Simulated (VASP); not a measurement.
# Ga3As4Se (P3m1) in VASP: further runs

Ga3As4Se is run at these levels: PBE; tasks: single point.

All numbers are computed with VASP 6.6.1; they aren't measurements. Logs are shortened: lines on timing, memory, paths and dates and some standing lists are left out, and cuts for length are marked.

## (1) The cell of the first run

It takes space group P3m1 (No. 156, trigonal). The conventional cell has a = 4.030 Å, b = 4.030 Å, c = 14.566 Å, α = 90.00°, β = 90.00°, γ = 120.00°. Within 3.3 Å of Ga (site symmetry 3m) lie 1 As at 2.47 Å and 3 Se at 2.54 Å. Within 3.3 Å of Ga (site symmetry 3m) lie 4 As at 2.48 to 2.49 Å. Within 3.3 Å of Ga (site symmetry 3m) lie 4 As at 2.48 to 2.52 Å. As (site symmetry 3m) has 4 Ga at 2.47 to 2.48 Å within 3.3 Å. Within 3.3 Å of As (site symmetry 3m) lie 4 Ga at 2.48 to 2.49 Å. Within 3.3 Å of As (site symmetry 3m) lie 1 Ga at 2.52 Å and 3 As at 2.55 Å. Within 3.4 Å of As (site symmetry 3m) lie 3 As at 2.55 Å. Within 3.4 Å of Se (site symmetry 3m) lie 3 Ga at 2.54 Å.

## (2) Single point, PBE

Contents of INCAR:

```
ALGO = Normal
EDIFF = 1E-6
ENCUT = 520
GGA = PE
ISIF = 2
ISMEAR = 0
LASPH = T
LCHARG = F
LREAL = F
LWAVE = F
NBANDS = 42
NELM = 80
PREC = Accurate
SIGMA = 0.2
```

Contents of KPOINTS:

```
k-points
0
Gamma
  6 6 2
```

Contents of POSCAR:

```
Ga3As4Se
1.0
    4.0299172526      0.0000000000      0.0000000000
   -2.0149586263      3.4900107159      0.0000000000
    0.0000000000      0.0000000000     14.5662571596
Ga As Se
3 4 1
Direct
    0.3333333333      0.6666666667      0.0728165258
    0.6666666667      0.3333333333      0.3009584468
    0.0000000000      1.0000000000      0.5298147948
    0.3333333333      0.6666666667      0.2424509153
    0.6666666667      0.3333333333      0.4716376780
    0.0000000000      0.0000000000      0.7027854909
    0.3333333333      0.6666666667      0.7745670246
    1.0000000000      0.0000000000      0.0029691240
```

Potentials or basis: VASP PAW PBE potentials, release 64 (Ga_d, As, Se).

Started as:

```bash
> cat potpaw_PBE.64/Ga_d/POTCAR potpaw_PBE.64/As/POTCAR potpaw_PBE.64/Se/POTCAR > POTCAR
> mpirun -np 1 vasp_std > vasp.out
```

OUTCAR:

```text
EDIFF = 1E-6
   ENCUT = 520
   GGA = PE
   ISIF = 2
   ISMEAR = 0
   LASPH = T
   LREAL = F
   NELM = 80
   PREC = Accurate

 ion  position               nearest neighbor table
   1  0.333  0.667  0.073-   4 2.47   8 2.54   8 2.54   8 2.54
   2  0.667  0.333  0.301-   4 2.48   4 2.48   4 2.48   5 2.49
   3  0.000  0.000  0.530-   5 2.48   5 2.48   5 2.48   6 2.52
   4  0.333  0.667  0.242-   1 2.47   2 2.48   2 2.48   2 2.48
   5  0.667  0.333  0.472-   3 2.48   3 2.48   3 2.48   2 2.49
   6  0.000  0.000  0.703-   3 2.52   7 2.55   7 2.55   7 2.55
   7  0.333  0.667  0.775-   6 2.55   6 2.55   6 2.55
   8  0.000  0.000  0.003-   1 2.54   1 2.54   1 2.54

  LATTYP: Found a hexagonal cell.
 ALAT       =     4.0299172526
 C/A-ratio  =     3.6145300875

  Lattice vectors:

 A1 = (   4.0299172526,   0.0000000000,   0.0000000000)
 A2 = (  -2.0149586263,   3.4900107159,   0.0000000000)
 A3 = (   0.0000000000,   0.0000000000,  14.5662571596)

Analysis of symmetry for initial positions (statically):
=====================================================================
 Subroutine PRICEL returns:
 Original cell was already a primitive cell.

 Routine SETGRP: Setting up the symmetry group for a
 hexagonal supercell.

 Subroutine GETGRP returns: Found  6 space group operations
 (whereof  6 operations were pure point group operations)
 out of a pool of 24 trial point group operations.

The static configuration has the point symmetry C_3v.

Analysis of symmetry for dynamics (positions and initial velocities):
=====================================================================
 Subroutine PRICEL returns:
 Original cell was already a primitive cell.

 Routine SETGRP: Setting up the symmetry group for a
 hexagonal supercell.

 Subroutine GETGRP returns: Found  6 space group operations
 (whereof  6 operations were pure point group operations)
 out of a pool of 24 trial point group operations.

The dynamic configuration has the point symmetry C_3v.

 Subroutine INISYM returns: Found  6 space group operations
 (whereof  6 operations are pure point group operations),
 and found     1 'primitive' translations

----------------------------------------------------------------------------------------

                                     Primitive cell

  volume of cell :     204.8665

  direct lattice vectors                    reciprocal lattice vectors
     4.029917253  0.000000000  0.000000000     0.248144053  0.143266036  0.000000000
    -2.014958626  3.490010716  0.000000000     0.000000000  0.286532072  0.000000000
     0.000000000  0.000000000 14.566257160     0.000000000  0.000000000  0.068651816

  length of vectors
     4.029917253  4.029917253 14.566257160     0.286532072  0.286532072  0.068651816

  position of ions in fractional coordinates (direct lattice)
     0.333333333  0.666666667  0.072816526
     0.666666667  0.333333333  0.300958447
     0.000000000  0.000000000  0.529814795
     0.333333333  0.666666667  0.242450915
     0.666666667  0.333333333  0.471637678
     0.000000000  0.000000000  0.702785491
     0.333333333  0.666666667  0.774567025
     0.000000000  0.000000000  0.002969124

  ion indices of the primitive-cell ions
   primitive index   ion index
                 1           1
                 2           2
                 3           3
                 4           4
                 5           5
                 6           6
                 7           7
                 8           8

----------------------------------------------------------------------------------------

 KPOINTS: k-points

Automatic generation of k-mesh.
 Grid dimensions read from file:
 generate k-points for:    6    6    2

 Generating k-lattice:

  Cartesian coordinates                     Fractional coordinates (reciprocal lattice)
     0.041357342  0.023877673  0.000000000     0.166666667  0.000000000  0.000000000
     0.000000000  0.047755345  0.000000000     0.000000000  0.166666667  0.000000000
     0.000000000  0.000000000  0.034325908     0.000000000  0.000000000  0.500000000

  Length of vectors
     0.047755345  0.047755345  0.034325908

  Shift w.r.t. Gamma in fractional coordinates (k-lattice)
     0.000000000  0.000000000  0.000000000

 Subroutine IBZKPT returns following result:
 ===========================================

 Found     14 irreducible k-points:

 Following reciprocal coordinates:
            Coordinates               Weight
  0.000000  0.000000  0.000000      1.000000
  0.166667 -0.000000  0.000000      6.000000
  0.333333 -0.000000  0.000000      6.000000
  0.500000 -0.000000  0.000000      3.000000
  0.166667  0.166667  0.000000      6.000000
  0.333333  0.166667  0.000000     12.000000
  0.333333  0.333333  0.000000      2.000000
  0.000000  0.000000  0.500000      1.000000
  0.166667 -0.000000  0.500000      6.000000
  0.333333 -0.000000  0.500000      6.000000
  0.500000 -0.000000  0.500000      3.000000
  0.166667  0.166667  0.500000      6.000000
  0.333333  0.166667  0.500000     12.000000
  0.333333  0.333333  0.500000      2.000000
   k-points           NKPTS =     14   k-points in BZ     NKDIM =     14   number of bands    NBANDS=     42
   number of dos      NEDOS =    301   number of ions     NIONS =      8
   total plane-waves  NPLWV =  97200
   dimension x,y,z NGX =    30 NGY =   30 NGZ =  108
   dimension x,y,z NGXF=    60 NGYF=   60 NGZF=  216
   ions per type =               3   4   1
   NGX,Y,Z   is equivalent  to a cutoff of  12.38, 12.38, 12.33 a.u.
   NGXF,Y,Z  is equivalent  to a cutoff of  24.75, 24.75, 24.65 a.u.
 SYSTEM =  unknown system
   PREC   = accura    normal or accurate (medium, high low for compatibility)
   ISTART =      0    job   : 0-new  1-cont  2-samecut
   ICHARG =      2    charge: 1-file 2-atom 10-const
   ISPIN  =      1    spin polarized calculation?
   LNONCOLLINEAR =      F non collinear calculations
   LSORBIT =      F    spin-orbit coupling
   LASPH  =      T    aspherical Exc in radial PAW
   ENCUT  =  520.0 eV  38.22 Ry    6.18 a.u.   7.49  7.49 27.08*2*pi/ulx,y,z
   NELM   =     80;   NELMIN=  2; NELMDL= -5     # of ELM steps
   EDIFF  = 0.1E-05   stopping-criterion for ELM
   LREAL  =      F    real-space projection
   EDIFFG = 0.1E-04   stopping-criterion for IOM
   NSW    =      0    number of steps for IOM
   IBRION =     -1    ionic relax: 0-MD 1-quasi-New 2-CG
   NFREE  =      0    steps in history (QN), initial steepest desc. (CG)
   ISIF   =      2    stress and relaxation
   ISYM   =      2    0-nonsym 1-usesym 2-fastsym
   POTIM  = 0.5000    time-step for ionic-motion
   TEBEG  =    0.0;   TEEND  =   0.0 temperature during run
   PSTRESS=    0.0 pullay stress
   NELECT =      65.0000    total number of electrons
   NUPDOWN=      -1.0000    fix difference up-down
   EMIN   =  10.00;   EMAX   =-10.00  energy-range for DOS
   EFERMI =   0.00;   METHOD = LEGACY
   ISMEAR =     0;   SIGMA  =   0.20  broadening in eV -4-tet -1-fermi 0-gaus
   EFERMI_NEDOS =   21; number of points for ismear=-14 and -15
   IALGO  =     38    algorithm
   IMIX   =      4    mixing-type and parameters
     AMIX     =   0.40;   BMIX     =  1.00
     AMIX_MAG =   1.60;   BMIX_MAG =  1.00
  volume/ion in A,a.u.               =      25.61       172.81
  Fermi-wavevector in a.u.,A,eV,Ry     =   1.116578  2.110026 16.963009  1.246746
  Thomas-Fermi vector in A             =   2.253193
   LORBIT       =      0    0 simple, 1 ext, 2 COOP (PROOUT), +10 PAW based schemes
   GGA     = PE    functional components
   LHFCALC =     F    Hartree Fock is set to
   AEXX    =    0.0000 exact exchange contribution
   IVDW    =     0    specifies the selected vdW correction
   LEPSILON=     F    determine dielectric tensor
   LRPA    =     F    only Hartree local field effects (RPA)
 non-spin polarized calculation
 Gauss-broadening in eV      SIGMA  =   0.20
  energy-cutoff  :      520.00
  volume of cell :      204.87
 maximum number of plane-waves:      5556
 NGX is ok and might be reduce to    30
   NGX = 15   NGY = 15   NGZ = 55

 number of electron      64.9999961 magnetization

 Free energy of the ion-electron system (eV)
  ---------------------------------------------------
  ext. energy  EPLUGINS =         0.00000000
  ---------------------------------------------------
  free energy    TOTEN  =       -32.79762693 eV

  energy without entropy =      -32.78092877  energy(sigma->0) =      -32.78927785

 E-fermi :   4.0467     XC(G=0):  -9.0139

 val. band max:        3.8023477255   @ k =   0.0000   0.0000   0.0000
 cond. band min:       4.1465509111   @ k =   0.5000  -0.0000   0.0000
 fundamental gap:      0.3442031856
 Fermi energy:         4.0467327851

 k-point     1 :       0.0000    0.0000    0.0000
  band No.  band energies     occupation
      1     -12.1390      2.00000
      2     -12.1056      2.00000
      3     -12.1056      2.00000
      4     -12.0426      2.00000
      5     -12.0426      2.00000
      6     -11.8122      2.00000
[... 34 lines left out ...]
     41       6.9128      0.00000
     42       7.3729      0.00000

 k-point     2 :       0.1667   -0.0000    0.0000
  band No.  band energies     occupation
      1     -12.1667      2.00000
      2     -12.1026      2.00000
      3     -12.0996      2.00000
      4     -12.0469      2.00000
      5     -12.0425      2.00000
      6     -11.8166      2.00000
[... 34 lines left out ...]
     41       7.2541      0.00000
     42       7.4454      0.00000

 k-point     3 :       0.3333   -0.0000    0.0000
  band No.  band energies     occupation
      1     -12.2144      2.00000
      2     -12.0973      2.00000
      3     -12.0888      2.00000
      4     -12.0529      2.00000
      5     -12.0412      2.00000
      6     -11.8299      2.00000
[... 34 lines left out ...]
     41       7.8374      0.00000
     42       7.9866      0.00000

 k-point     4 :       0.5000   -0.0000    0.0000
  band No.  band energies     occupation
      1     -12.2352      2.00000
      2     -12.0951      2.00000
      3     -12.0840      2.00000
      4     -12.0553      2.00000
      5     -12.0398      2.00000
      6     -11.8377      2.00000
[... 394 lines left out ...]
     41       7.2846      0.00000
     42       8.0062      0.00000

 k-point    13 :       0.3333    0.1667    0.5000
  band No.  band energies     occupation
      1     -12.2319      2.00000
      2     -12.0962      2.00000
      3     -12.0861      2.00000
      4     -12.0529      2.00000
      5     -12.0425      2.00000
      6     -11.8325      2.00000
[... 34 lines left out ...]
     41       7.9831      0.00000
     42       8.1295      0.00000

 k-point    14 :       0.3333    0.3333    0.5000
  band No.  band energies     occupation
      1     -12.2383      2.00000
      2     -12.0952      2.00000
      3     -12.0870      2.00000
      4     -12.0489      2.00000
      5     -12.0472      2.00000
      6     -11.8303      2.00000
[... 34 lines left out ...]
     41       8.0387      0.00000
     42       8.8310      0.00000

------------------------ aborting loop because EDIFF is reached ----------------------------------------

  FORCE on cell =-STRESS in cart. coord.  units (eV):
  Direction    XX          YY          ZZ          XY          YZ          ZX
  --------------------------------------------------------------------------------------
  -------------------------------------------------------------------------------------
  Total        0.1869297      0.1869297     -0.0890552      0.0000000     -0.0000000      0.0000000
  in kB        1.4619014      1.4619014     -0.6964642      0.0000000     -0.0000000      0.0000000
  external PRESSURE =       0.7424462 kB  Pullay stress =       0.0000000 kB

 VOLUME and BASIS-vectors are now :
 -----------------------------------------------------------------------------
  energy-cutoff  :      520.00
  volume of cell :      204.87
      direct lattice vectors                 reciprocal lattice vectors
     4.029917253  0.000000000  0.000000000     0.248144053  0.143266036  0.000000000
    -2.014958626  3.490010716  0.000000000     0.000000000  0.286532072  0.000000000
     0.000000000  0.000000000 14.566257160     0.000000000  0.000000000  0.068651816

 POSITION                                       TOTAL-FORCE (eV/Angst)
 -----------------------------------------------------------------------------------
     -0.00000      2.32667      1.06066         0.000000     -0.000000     -0.026457
      2.01496      1.16334      4.38384         0.000000      0.000000     -0.044945
      0.00000      0.00000      7.71742         0.000000     -0.000000      0.010495
     -0.00000      2.32667      3.53160        -0.000000     -0.000000      0.034830
      2.01496      1.16334      6.87000        -0.000000      0.000000      0.048874
      0.00000      0.00000     10.23695        -0.000000      0.000000      0.016949
     -0.00000      2.32667     11.28254        -0.000000      0.000000     -0.093555
      0.00000      0.00000      0.04325        -0.000000      0.000000      0.053810
 -----------------------------------------------------------------------------------
    total drift:                               -0.000006      0.000002      0.000035

  FREE ENERGIE OF THE ION-ELECTRON SYSTEM (eV)
  ---------------------------------------------------
  free  energy   TOTEN  =       -32.7976269252 eV

  energy  without entropy=      -32.7809287660  energy(sigma->0) =      -32.78927785
```

Run time: 76 s. Hardware: 1 thread of Intel Xeon 6975P-C (Granite Rapids), shared host; peak memory 0.36 GiB.

Results:

- Free energy: -32.7976 eV
- Pressure: 0.1 GPa
- Largest force: 0.094 eV/Å
- Band gap on the k mesh: zero (an odd number of electrons rules out a gap without spin polarisation)

Forces on the atoms (eV/Å):
```
Ga   0.000  0.000 -0.026
Ga   0.000  0.000 -0.045
Ga   0.000  0.000  0.010
As   0.000  0.000  0.035
As   0.000  0.000  0.049
As   0.000  0.000  0.017
As   0.000  0.000 -0.094
Se   0.000  0.000  0.054
```

Caveat: this functional lacks dispersion, which binds the layers, so the pressure and a relaxed spacing across them are unreliable.

## (3) Single point, PBE

Contents of INCAR:

```
PREC = Accurate
ENCUT = 520
EDIFF = 1E-6
ISMEAR = 0
SIGMA = 0.2
LREAL = False
LASPH = True
NELM = 100
ALGO = Normal
ISIF = 2
LWAVE = False
LCHARG = True
GGA = PE
LELF = True
LVHAR = True
NBANDS = 42
```

Contents of KPOINTS:

```
Automatic mesh
0
Gamma
  5 5 2
```

Contents of POSCAR:

```
Ga3As4Se
1.0
    4.0346116855      0.0000000000      0.0000000000
   -2.0173058428      3.4940762141      0.0000000000
    0.0000000000      0.0000000000     14.5288388302
Ga As Se
3 4 1
Direct
    0.3333333333      0.6666666667      0.0730573751
    0.6666666667      0.3333333333      0.3010103491
    0.0000000000      0.0000000000      0.5301866330
    0.3333333333      0.6666666667      0.2426274556
    0.6666666667      0.3333333333      0.4721047334
    0.0000000000      0.0000000000      0.7026031395
    0.3333333333      0.6666666667      0.7732419666
    0.0000000000      0.0000000000      0.0031683478
```

Potentials or basis: VASP PAW PBE potentials, release 64 (Ga_d, As, Se).

Started as:

```bash
> cat potpaw_PBE.64/Ga_d/POTCAR potpaw_PBE.64/As/POTCAR potpaw_PBE.64/Se/POTCAR > POTCAR
> mpirun -np 1 vasp_std > vasp.out
```

It took 58 s on 1 thread of Intel Xeon 6975P-C (Granite Rapids), shared host; peak memory 0.34 GiB.

It converged, with:

| Property | Result |
| --- | --- |
| Free energy | -32.8145 eV |
| Pressure | 0.1 GPa |
| Largest force | 0.046 eV/Å |
| Band gap on the k mesh | zero (an odd number of electrons rules out a gap without spin polarisation) |

Forces in eV/Å, atoms in the order of the input:
```
Ga   0.000  0.000 -0.046
Ga   0.000  0.000  0.002
Ga   0.000  0.000 -0.031
As   0.000  0.000  0.024
As   0.000  0.000  0.013
As   0.000  0.000 -0.018
As   0.000  0.000  0.015
Se   0.000  0.000  0.042
```

Levels at points of the mesh, in eV from the Fermi level:
```tsv
k point	band 29	band 30	band 31	band 32	band 33	band 34	band 35	band 36	band 37	band 38
(0.00, 0.00, 0.00)	-1.71	-1.71	-1.19	-1.19	-1.08	-0.10	0.25	0.60	1.35	1.35
(0.00, 0.00, 0.50)	-1.71	-1.71	-1.18	-1.18	-0.68	-0.38	0.25	0.59	1.36	1.36
```

Caveat: this functional lacks dispersion, which binds the layers, so the pressure and a relaxed spacing across them are unreliable.

[end of part 1 of 2]
